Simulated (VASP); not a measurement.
Input of a VASP 6.6.1 run:

Contents of INCAR:

```
SYSTEM = TiB2
PREC = Accurate
ENCUT = 520
EDIFF = 1E-7
ISMEAR = -1
SIGMA = 0.08
LREAL = .False.
LASPH = .True.
NELM = 80
ALGO = Normal
ISIF = 2
LWAVE = .False.
LCHARG = .False.
GGA = PS
NBANDS = 16
```

File KPOINTS:

```
Automatic mesh
0
Gamma
  15 15 13
  0 0 0
```

POSCAR

```
TiB2
1.0
    2.9383222556      0.0000000000      0.0000000000
   -1.4691611278      2.5446617178      0.0000000000
    0.0000000000      0.0000000000      3.2284000000
Ti B
1 2
Direct
    0.0000000000      0.0000000000      0.0000000000
    0.3333333333      0.6666666667      0.5000000000
    0.6666666667      0.3333333333      0.5000000000
```

Potentials or basis: VASP PAW PBE potentials, release 64 (Ti_sv, B).

Run with:

```console
$ cat potpaw_PBE.64/Ti_sv/POTCAR potpaw_PBE.64/B/POTCAR > POTCAR
$ mpirun -np 1 vasp_std > vasp.out
```

**Question.** Estimate the pressure.

**Answer.** 13.6 GPa.

**Question.** Estimate the band gap on the k mesh.

**Answer.** Zero (band 9 reaches 11.08 eV, above the bottom of band 10 at 10.47 eV).

Stress tensor (GPa, compression positive):
```
20.52  0.00  0.00
 0.00 20.52  0.00
 0.00  0.00 -0.28
```

Caveat: the cell differs from its parent crystal (equal xx and yy strain of -3 %); the PAW data sets were made with another functional, which shifts forces and pressure a little.
